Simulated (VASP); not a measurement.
Set up this calculation in VASP 6.6.1, as the native input.

* Task: relaxation of cell and atoms
* Functional: PBE
* Potentials or basis: VASP PAW PBE potentials, release 64 (Si, C_h)
* Cutoff: 910 eV
* k mesh: 6 × 6 × 6
* Occupations: gaussian, width 0.1 eV
* Spin: no spin polarisation
* Dipole correction: no
* Further INCAR settings: ALGO = Normal; EDIFF = 1e-07; IBRION = 2; EDIFFG = -0.04; NSW = 90; ISIF = 3

The structure of SiC4 lies in POSCAR:

```
SiC4
1.0
   -2.9143305900      2.9143305900      1.7859883900
    2.9143305900     -2.9143305900      1.7859883900
    2.9143305900      2.9143305900     -1.7859883900
Si C
1 4
Direct
    0.0000000000      0.0000000000      0.0000000000
    0.6015449600      0.7953882700      0.3969332300
    0.7953882700      0.3984550400      0.1938433100
    0.2046117300      0.6015449600      0.8061566900
    0.3984550400      0.2046117300      0.6030667700
```

The cell was built from a structure type or drawn by symmetry, and may not be a known phase.

These files were run (other wordings do the same):

INCAR

```
SYSTEM = SiC4
PREC     = Accurate       ! precision mode
ENCUT    = 910            ! plane-wave cutoff, eV
EDIFF    = 1E-7           ! SCF threshold, eV
ISMEAR   = 0              ! smearing method
SIGMA    = 0.1            ! smearing width, eV
LREAL    = .False.        ! projectors in reciprocal space
LASPH    = .True.         ! aspherical terms in the spheres
NELM     = 120            ! most SCF steps
ALGO     = Normal         ! electronic algorithm
ISIF     = 3              ! what is computed and relaxed
LWAVE    = .False.        ! write WAVECAR
LCHARG   = .False.        ! write CHGCAR
GGA      = PE             ! functional
IBRION   = 2              ! ionic algorithm
NSW      = 90             ! ionic steps
EDIFFG   = -0.04          ! ionic threshold
GGA_COMPAT= .False.      
NELMIN   = 4
```

KPOINTS

```
Automatic mesh
0
Gamma
  6 6 6
  0 0 0
```

Potentials or basis: VASP PAW PBE potentials, release 64 (Si, C_h).

Launch:

```sh
$ cat potpaw_PBE.64/Si/POTCAR potpaw_PBE.64/C_h/POTCAR > POTCAR
$ mpirun -np 1 vasp_std > vasp.out
```

It gave:

| Property | Result |
| --- | --- |
| Relaxed volume | 10.74 Å³/atom |
| Relaxed cell | a = 4.816 Å, b = 4.816 Å, c = 4.816 Å, α = 93.80°, β = 93.80°, γ = 150.15° |
| Space group after relaxing (to 0.1 Å) | I4/mmm (No. 139) |
| Energy gained by relaxing | 3276.4 meV/atom |
| Ionic steps | 54 |
| Pressure after relaxing | 0.0 GPa |
| Largest force after relaxing | 0.012 eV/Å |
| Band gap on the k mesh | zero (bands 10 and 11 overlap by 3.54 eV) |

Caveat: the cutoff is under 1.25 times the usual one of these potentials, so pressure, stress and relaxed cells hold a basis-set (Pulay) error.

It took 29 min on 1 thread of Intel(R) Xeon(R) 6975P-C (Granite Rapids), on a shared host, peak memory 0.4 GiB.
